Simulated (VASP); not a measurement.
HfS2:

```
Hf S
1.0
     3.65995    0.00000    0.00000
    -1.82998    3.16961    0.00000
     0.00000    0.00000    5.85694
Hf S
1 2
Cartesian
  0.0000 0.0000 0.0000
  1.8300 1.0565 4.3787
  0.0000 2.1131 1.4783
```

This cell differs from its parent crystal: equal strain along all axes, cell held: +1.5 %.

- Program: VASP 6.6.1
- Task: relaxation of the atoms
- Functional: PBE
- Dispersion: D3(BJ)
- Potentials or basis: VASP PAW PBE potentials, release 64 (Hf_pv, S)
- Cutoff: 450 eV
- k mesh: 12 × 12 × 6
- Occupations: gaussian, width 0.02 eV
- Spin: no spin polarisation

At the start: pressure -4.8 GPa; volume 22.65 Å³/atom.

Task: Where does the relaxation end?

Result: Over 3 steps the energy falls by 9.3 meV/atom at a fixed cell; space group P-3m1 (No. 164, to 0.1 Å) before and after.

The path:
```
step  energy change (eV)  largest force (eV/Å)  pressure (GPa)
   1              0.0000                0.5727           -4.75
   2             -0.0227                0.2465           -3.30
   3             -0.0278                0.0043           -2.16
```

Final structure:
```xyz
3
Lattice="3.6600 0.0000 0.0000 -1.8300 3.1696 0.0000 0.0000 0.0000 5.8569" Properties=species:S:1:pos:R:3 pbc="T T T"
Hf    0.0000    0.0000    0.0000
S     1.8300    1.0565    4.4272
S     0.0000    2.1131    1.4298
```

Caveat: the cell differs from its parent crystal (equal strain along all axes, cell held: +1.5 %).
